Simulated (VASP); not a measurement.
Wanted: the native input for a VASP 6.6.1 run.

```
Task                   : single point
Functional             : PBEsol
Potentials or basis    : VASP PAW PBE potentials, release 64 (Ge_d)
Cutoff                 : 520 eV
k mesh                 : 12 × 12 × 6
Occupations            : gaussian, width 0.1 eV
Spin                   : no spin polarisation
Dipole correction      : no
Further INCAR settings : ALGO = Normal; EDIFF = 1e-06; NBANDS = 36
```

The structure of Ge lies in POSCAR:

```
Ge
1.0
    3.9376007369      0.0000000000      0.0000000000
   -1.9688003685      3.4100622681      0.0000000000
    0.0000000000      0.0000000000      6.6253685145
Ge
4
Direct
    0.3333333333      0.6666666667      0.0012408489
    0.6666666667      0.3333333333      0.5012408489
    0.3333333333      0.6666666667      0.3727591511
    0.6666666667      0.3333333333      0.8727591511
```

This isn't the form of Ge at room conditions, which is diamond.

This cell differs from its parent crystal: strained cell.

These files were run (other wordings do the same):

INCAR

```
SYSTEM = Ge
  ALGO = Normal
  EDIFF = 1E-6
  ENCUT = 520
  GGA = PS
  ISIF = 2
  ISMEAR = 0
  LASPH = .TRUE.
  LCHARG = .TRUE.
  LELF = .TRUE.
  LREAL = .FALSE.
  LVHAR = .TRUE.
  LWAVE = .FALSE.
  NBANDS = 36
  NELM = 100
  PREC = Accurate
  SIGMA = 0.1
```

KPOINTS

```
k-points
0
G
  12 12 6
  0 0 0
```

Potentials or basis: VASP PAW PBE potentials, release 64 (Ge_d).

Command:

```console
$ cat potpaw_PBE.64/Ge_d/POTCAR > POTCAR
$ mpirun -np 1 vasp_std > vasp.out
```

Results of the run:

The pressure is 1.6 GPa.

Caveat: the cell differs from its parent crystal (strained cell); the PAW data sets were made with another functional, which shifts forces and pressure a little.

It took 88 s on 1 thread of Intel(R) Xeon(R) 6975P-C (Granite Rapids), with other jobs on the host, peak memory 0.3 GiB.
